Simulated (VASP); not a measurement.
# TaAs (P-6m2) in VASP: further runs, part 2 of 3

VASP 6.6.1. Earlier steps stand in the parts before.

### 3 Single point, PBE

This run uses another cell than the first one, of 17.61 Å³/atom, 0.964 times its volume.

Input file INCAR:

```
SYSTEM = TaAs
PREC     = Accurate       ! precision mode
ENCUT    = 520            ! plane-wave cutoff, eV
EDIFF    = 1E-6           ! SCF threshold, eV
ISMEAR   = 0              ! smearing method
SIGMA    = 0.1            ! smearing width, eV
LREAL    = .False.        ! projectors in reciprocal space
LASPH    = .True.         ! aspherical terms in the spheres
NELM     = 60             ! most SCF steps
ALGO     = Normal         ! electronic algorithm
ISIF     = 2              ! what is computed and relaxed
LWAVE    = .False.        ! write WAVECAR
LCHARG   = .True.         ! write CHGCAR
GGA      = PE             ! functional
LELF     = .True.         ! ELF
LVHAR    = .True.       
NBANDS   = 15             ! bands
```

Input file KPOINTS:

```
Automatic mesh
0
Gamma
  6 6 6
  0 0 0
```

Input file POSCAR:

```
TaAs
1.0
    3.4211788896      0.0000000000      0.0000000000
   -1.7105894448      2.9628278293      0.0000000000
    0.0000000000      0.0000000000      3.4738355623
Ta As
1 1
Direct
    0.3333333333      0.6666666667      0.5000000000
    0.0000000000      0.0000000000      0.0000000000
```

Potentials or basis: VASP PAW PBE potentials, release 64 (Ta_pv, As).

Run with:

```
> cat potpaw_PBE.64/Ta_pv/POTCAR potpaw_PBE.64/As/POTCAR > POTCAR
> mpirun -np 1 vasp_std > vasp.out
```

OUTCAR:

```text
SYSTEM = TaAs
   PREC = Accurate
   ENCUT = 520
   EDIFF = 1E-6
   ISMEAR = 0
   LREAL = .False.
   LASPH = .True.
   NELM = 60
   ISIF = 2
   GGA = PE

 ion  position               nearest neighbor table
   1  0.333  0.667  0.500-   2 2.63   2 2.63   2 2.63   2 2.63   2 2.63   2 2.63
   2  0.000  0.000  0.000-   1 2.63   1 2.63   1 2.63   1 2.63   1 2.63   1 2.63

  LATTYP: Found a hexagonal cell.
 ALAT       =     3.4211788896
 C/A-ratio  =     1.0153913824

  Lattice vectors:

 A1 = (   3.4211788896,   0.0000000000,   0.0000000000)
 A2 = (  -1.7105894448,   2.9628278293,   0.0000000000)
 A3 = (   0.0000000000,   0.0000000000,   3.4738355623)

Analysis of symmetry for initial positions (statically):
=====================================================================
 Subroutine PRICEL returns:
 Original cell was already a primitive cell.

 Routine SETGRP: Setting up the symmetry group for a
 hexagonal supercell.

 Subroutine GETGRP returns: Found 12 space group operations
 (whereof 12 operations were pure point group operations)
 out of a pool of 24 trial point group operations.

The static configuration has the point symmetry D_3h.

Analysis of symmetry for dynamics (positions and initial velocities):
=====================================================================
 Subroutine PRICEL returns:
 Original cell was already a primitive cell.

 Routine SETGRP: Setting up the symmetry group for a
 hexagonal supercell.

 Subroutine GETGRP returns: Found 12 space group operations
 (whereof 12 operations were pure point group operations)
 out of a pool of 24 trial point group operations.

The dynamic configuration has the point symmetry D_3h.

 Subroutine INISYM returns: Found 12 space group operations
 (whereof 12 operations are pure point group operations),
 and found     1 'primitive' translations

----------------------------------------------------------------------------------------

[... 116 lines left out ...]
   LORBIT       =      0    0 simple, 1 ext, 2 COOP (PROOUT), +10 PAW based schemes
   GGA     = PE    functional components
   LHFCALC =     F    Hartree Fock is set to
   AEXX    =    0.0000 exact exchange contribution
   IVDW    =     0    specifies the selected vdW correction
   LEPSILON=     F    determine dielectric tensor
   LRPA    =     F    only Hartree local field effects (RPA)
 non-spin polarized calculation
 Gauss-broadening in eV      SIGMA  =   0.10
  energy-cutoff  :      520.00
  volume of cell :       35.21
 maximum number of plane-waves:       960
 NGX is ok and might be reduce to    28
   NGX = 13   NGY = 13   NGZ = 13

 number of electron      15.9999998 magnetization

 Free energy of the ion-electron system (eV)
  ---------------------------------------------------
  ext. energy  EPLUGINS =         0.00000000
  ---------------------------------------------------
  free energy    TOTEN  =       -17.55192299 eV

  energy without entropy =      -17.55038047  energy(sigma->0) =      -17.55115173

 E-fermi :   6.6485     XC(G=0): -11.8537

 val. band max:        6.6197090193   @ k =   0.3333   0.3333   0.0000
 cond. band min:       6.6617976989   @ k =   0.0000   0.0000   0.3333
 fundamental gap:      0.0420886796
 Fermi energy:         6.6484791075

 k-point     1 :       0.0000    0.0000    0.0000
  band No.  band energies     occupation
      1     -28.1435      2.00000
      2     -27.9886      2.00000
      3     -27.9886      2.00000
      4      -7.0329      2.00000
      5       3.8193      2.00000
      6       4.5755      2.00000
      7       4.5755      2.00000
      8       5.8861      2.00000
      9       8.4235      0.00000
     10       8.4235      0.00000
     11      10.8088      0.00000
     12      11.3420      0.00000
     13      11.3420      0.00000
     14      14.9713      0.00000
[... 401 lines left out ...]
      2     -28.1341      2.00000
      3     -28.0127      2.00000
      4      -4.4746      2.00000
      5       0.7940      2.00000
      6       2.7420      2.00000
      7       3.8426      2.00000
      8       5.3796      2.00000
      9       8.5172      0.00000
     10       9.4510      0.00000
     11      10.1069      0.00000
     12      13.2996      0.00000
     13      13.3932      0.00000
     14      14.8353      0.00000
     15      16.9457      0.00000

 [... further k-points ...]
[... 5 lines left out ...]
  --------------------------------------------------------------------------------------
  -------------------------------------------------------------------------------------
  Total        0.0753862      0.0753862      0.1525149      0.0000000      0.0000000      0.0000000
  in kB        3.4301325      3.4301325      6.9395496      0.0000000      0.0000000      0.0000000
  external PRESSURE =       4.5999382 kB  Pullay stress =       0.0000000 kB

 VOLUME and BASIS-vectors are now :
 -----------------------------------------------------------------------------
  energy-cutoff  :      520.00
  volume of cell :       35.21
      direct lattice vectors                 reciprocal lattice vectors
     3.421178890  0.000000000  0.000000000     0.292296905  0.168757697  0.000000000
    -1.710589445  2.962827829  0.000000000     0.000000000  0.337515393  0.000000000
     0.000000000  0.000000000  3.473835562     0.000000000  0.000000000  0.287866245

 POSITION                                       TOTAL-FORCE (eV/Angst)
 -----------------------------------------------------------------------------------
     -0.00000      1.97522      1.73692         0.000000      0.000000      0.000000
      0.00000      0.00000      0.00000        -0.000000     -0.000000      0.000000
 -----------------------------------------------------------------------------------
    total drift:                                0.000000     -0.000000     -0.000000

  FREE ENERGIE OF THE ION-ELECTRON SYSTEM (eV)
  ---------------------------------------------------
  free  energy   TOTEN  =       -17.5519229924 eV

  energy  without entropy=      -17.5503804666  energy(sigma->0) =      -17.55115173
```

OSZICAR:

```text
N       E                     dE             d eps       ncg     rms          rms(c)
DAV:   1     0.862978250792E+02    0.86298E+02   -0.85387E+03   840   0.103E+03
DAV:   2    -0.160707583383E+02   -0.10237E+03   -0.97574E+02  1057   0.264E+02
DAV:   3    -0.184905622266E+02   -0.24198E+01   -0.24017E+01   987   0.358E+01
DAV:   4    -0.185029165032E+02   -0.12354E-01   -0.12353E-01  1015   0.286E+00
DAV:   5    -0.185029988470E+02   -0.82344E-04   -0.82343E-04  1064   0.233E-01    0.145E+01
DAV:   6    -0.176046097741E+02    0.89839E+00   -0.11483E+00   910   0.104E+01    0.600E+00
DAV:   7    -0.175611981701E+02    0.43412E-01   -0.16530E-01  1043   0.320E+00    0.217E+00
DAV:   8    -0.175521996609E+02    0.89985E-02   -0.14715E-02   847   0.744E-01    0.197E-01
DAV:   9    -0.175519203522E+02    0.27931E-03   -0.13106E-03   980   0.310E-01    0.104E-01
DAV:  10    -0.175519348215E+02   -0.14469E-04   -0.24929E-04  1001   0.168E-01    0.205E-02
DAV:  11    -0.175519248260E+02    0.99955E-05   -0.16439E-05  1043   0.447E-02    0.929E-03
DAV:  12    -0.175519230158E+02    0.18102E-05   -0.29336E-06   931   0.147E-02    0.178E-03
DAV:  13    -0.175519229924E+02    0.23422E-07   -0.78193E-08   525   0.255E-03
   1 F= -.17551923E+02 E0= -.17551152E+02  d E =-.154253E-02
```

stdout:

```text
POSCAR found type information on POSCAR TaAs
 POSCAR found :  2 types and       2 ions
 scaLAPACK will be used
 LDA part: xc-table for (Slater+PW92), standard interpolation
 POSCAR, INCAR and KPOINTS ok, starting setup
 FFT: planning ... GRIDC
 FFT: planning ... GRID_SOFT
 FFT: planning ... GRID
 WAVECAR not read
 entering main loop
```

Wall time 10 s (1 thread of Intel Xeon Platinum 8488C (Sapphire Rapids), shared host); peak memory 0.16 GiB.

Results:

```yaml
Free_energy: -17.5519 eV
Pressure: 0.5 GPa
Band_gap_on_the_k_mesh: zero (band 8 reaches 6.66 eV, above the bottom of band 9 at 6.47 eV)
```

Caveat: spin-orbit coupling is left out, which moves the levels of the heavy elements.

### 4 Relaxation of cell and atoms, PBE

Input file INCAR:

```
SYSTEM = TaAs
PREC = Accurate ; ENCUT = 600
EDIFF = 1E-7 ; ISMEAR = 0
SIGMA = 0.1 ; LREAL = .False.
LASPH = .True. ; NELM = 100
ALGO = Normal ; ISIF = 3
LWAVE = .False. ; LCHARG = .False.
GGA = PE ; IBRION = 2
NSW = 90 ; EDIFFG = -0.04
```

KPOINTS is that of step 3.

Input file POSCAR:

```
TaAs
1.0
    3.5245000000      0.0000000000      0.0000000000
   -1.7622500000      3.0523065400      0.0000000000
    0.0000000000      0.0000000000      3.3951730000
Ta As
1 1
Direct
    0.3333333300      0.6666666700      0.5000000000
    0.0000000000      0.0000000000      0.0000000000
```

Run with:

```
> cat potpaw_PBE.64/Ta_pv/POTCAR potpaw_PBE.64/As/POTCAR > POTCAR
> mpirun -np 1 vasp_std > vasp.out
```

It took 32 s on 1 thread of Intel Xeon Platinum 8488C (Sapphire Rapids), shared host; peak memory 0.17 GiB.

It converged, with:

```yaml
Free_energy: -17.5525 eV
Relaxed_volume: 17.66 Å³/atom
Relaxed_cell: a = 3.424 Å, b = 3.424 Å, c = 3.479 Å, α = 90.00°, β = 90.00°, γ = 120.00°
Space_group_after_relaxing_to_0.05_Å: P-6m2 (No. 187)
Energy_gained_by_relaxing: 20.9 meV/atom
Ionic_steps: 5
Pressure_after_relaxing: -0.1 GPa
Band_gap_on_the_k_mesh: zero (band 8 reaches 6.63 eV, above the bottom of band 9 at 6.44 eV)
```

Stress tensor (GPa, compression positive):
```
-0.16  0.00  0.00
 0.00 -0.16  0.00
 0.00  0.00 -0.08
```

The path:
```csv
step,energy change (eV),largest force (eV/Å),pressure (GPa),volume (Å³)
1,0.0000,0.0000,-3.98,36.52
2,-0.0129,0.0000,6.87,34.16
3,-0.0286,0.0000,1.90,35.14
4,-0.0416,0.0000,-0.40,35.35
5,-0.0419,0.0000,-0.13,35.33
```

Final structure:
```cif
data_structure
_symmetry_space_group_name_H-M 'P 1'
_symmetry_Int_Tables_number 1
_cell_length_a 3.4240
_cell_length_b 3.4240
_cell_length_c 3.4794
_cell_angle_alpha 90.000
_cell_angle_beta 90.000
_cell_angle_gamma 120.000
_cell_volume 35.33
loop_
_atom_site_label
_atom_site_type_symbol
_atom_site_fract_x
_atom_site_fract_y
_atom_site_fract_z
_atom_site_occupancy
Ta1 Ta 0.33333 0.66667 0.50000 1
As1 As 0.00000 0.00000 0.00000 1
```

Levels at points of the mesh, in eV from the Fermi level:
```csv
k point,band 4,band 5,band 6,band 7,band 8,band 9,band 10,band 11,band 12
"(0.00, 0.00, 0.00)",-13.66,-2.82,-2.06,-2.06,-0.78,1.77,1.77,4.13,4.67
"(0.50, 0.00, 0.00)",-11.25,-6.66,-3.01,-2.29,-0.69,1.15,3.14,3.49,5.13
"(0.00, 0.00, 0.50)",-11.57,-7.62,-1.27,-1.27,-0.18,-0.18,2.14,3.79,3.79
"(0.50, 0.00, 0.50)",-10.91,-5.29,-4.71,-3.14,-0.77,2.98,3.03,3.88,4.30
```

Caveat: spin-orbit coupling is left out, which moves the levels of the heavy elements.

[end of part 2 of 3]
